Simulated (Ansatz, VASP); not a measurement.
**Two plane-wave programs on KZnF3**

Contents of POSCAR:

```
KZnF3
1.0
    3.7108543247      0.0000000000      0.0000000000
    0.0000000000      3.7108543247      0.0000000000
    0.0000000000      0.0000000000      4.8241106220
K Zn F
1 1 3
Direct
    0.0000000000      0.0000000000      0.0000000000
    0.5000000000      0.5000000000      0.5000000000
    0.5000000000      0.5000000000      0.0000000000
    0.0000000000      0.5000000000      0.5000000000
    0.5000000000      0.0000000000      0.5000000000
```

INCAR.step1

```
PREC = Accurate
ENCUT = 520
ISMEAR = 0
SIGMA = 0.05
LREAL = False
LASPH = True
NELM = 80
NBANDS = 29
GGA = PE
ALGO = Normal
EDIFF = 1E-4
LWAVE = True
LCHARG = False
```

File INCAR.step2:

```
PREC = Accurate
ENCUT = 520
EDIFF = 1E-6
ISMEAR = 0
SIGMA = 0.05
LREAL = False
LASPH = True
NELM = 80
ALGO = Normal
ISIF = 2
LWAVE = False
LCHARG = False
METAGGA = R2SCAN
LMIXTAU = True
NBANDS = 29
ISTART = 1
```

KPOINTS

```
regular mesh
0
Gamma
  6 6 6
```

Input for Ansatz:

```yaml
crystal:
  lattice:
    - [3.7108543247, 0.0, 0.0]
    - [0.0, 3.7108543247, 0.0]
    - [0.0, 0.0, 4.824110622]
  atoms:
    - { symbol: K, position: [0.0, 0.0, 0.0] }
    - { symbol: Zn, position: [0.5, 0.5, 0.5] }
    - { symbol: F, position: [0.5, 0.5, 0.0] }
    - { symbol: F, position: [0.0, 0.5, 0.5] }
    - { symbol: F, position: [0.5, 0.0, 0.5] }
basis:
  ecutwfc: 500
kpoints:
  mp_grid: { grid: [6, 6, 6] }
hamiltonian:
  xc: r2scan
scf:
  occupations: { method: gaussian, width: 0.05 }
output:
  forces: true
  stress: true
  eigenvalues: true
  write_density: true
  write_potential: true
  elf: true
  volumetric_format: npy
```

Alike in both runs: task single point; functional r2SCAN; k mesh 6 × 6 × 6; occupations gaussian, width 0.05 eV; no spin polarisation.

```csv
,VASP,Ansatz
version,VASP 6.6.1,Ansatz 0.2.0
potentials or method,"VASP PAW PBE potentials, release 64 (K_sv, Zn, F), cutoff 520 eV","scalar-relativistic, plane waves, PAW"
valence electrons in the cell,42,42
```

```tsv
	VASP	Ansatz	Ansatz less VASP
gap on the k mesh at the Fermi level (eV)	3.77	3.82	+0.046
least direct gap on the mesh (eV)	6.24	6.26	+0.021
pressure (GPa)	8.6	8.1	-0.54
traceless stress, the component that is largest in VASP (GPa)	-15.32	-14.64	+0.682
```

VASP's potentials were made for PBE, not for r2SCAN.
